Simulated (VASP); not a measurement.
# P: single point with PBE

The system is P.

```xyz
3
Lattice="1.7740 -4.0988 0.0000 1.7740 4.0988 0.0000 0.0000 0.0000 3.1432" Properties=species:S:1:pos:R:3 pbc="T T T"
P     1.7740   -1.4596    1.5716
P     1.7740    1.4596    1.5716
P     1.7740    0.0000    0.0000
```

The cell was built from a structure type or drawn by symmetry, and may not be a known phase.

```
Program             : VASP 6.6.1
Task                : single point
Functional          : PBE
Potentials or basis : VASP PAW PBE potentials, release 64 (P)
Cutoff              : 520 eV
k mesh              : 6 × 6 × 6
Occupations         : gaussian, width 0.1 eV
Spin                : no spin polarisation
```

| Item | Value |
| --- | --- |
| Pressure | 23.0 GPa |
| Largest force | 0.850 eV/Å |
| Band gap on the k mesh | zero (an odd number of electrons rules out a gap without spin polarisation) |

Forces in eV/Å, atoms in the order of the input:
```
P    0.000 -0.850  0.000
P    0.000  0.850  0.000
P    0.000  0.000  0.000
```

Stress tensor (GPa, compression positive):
```
12.81  0.00  0.00
 0.00 31.10  0.00
 0.00  0.00 25.03
```

Levels at points of the mesh, in eV from the Fermi level:
```
           k point  band 6  band 7  band 8  band 9  band 10  band 11
(0.00, 0.00, 0.00)   -2.95   -1.08   -0.42    1.02     2.70     2.94
(0.50, 0.00, 0.00)   -2.87   -0.87    0.05    1.36     4.07     4.52
(0.50, 0.50, 0.00)   -2.63   -2.36   -0.22    0.36     2.41     2.67
(0.00, 0.00, 0.50)   -4.95   -3.02   -0.21    0.21     0.91     4.02
(0.50, 0.00, 0.50)   -4.55   -3.38   -1.86    1.70     3.09     3.65
(0.50, 0.50, 0.50)   -0.96   -0.88   -0.37    2.22     2.98     4.03
```

It took 35 s on 1 thread of Intel Xeon 8259CL, with other jobs on the host, peak memory 0.18 GiB.

Caveat: the cell stands under pressure.
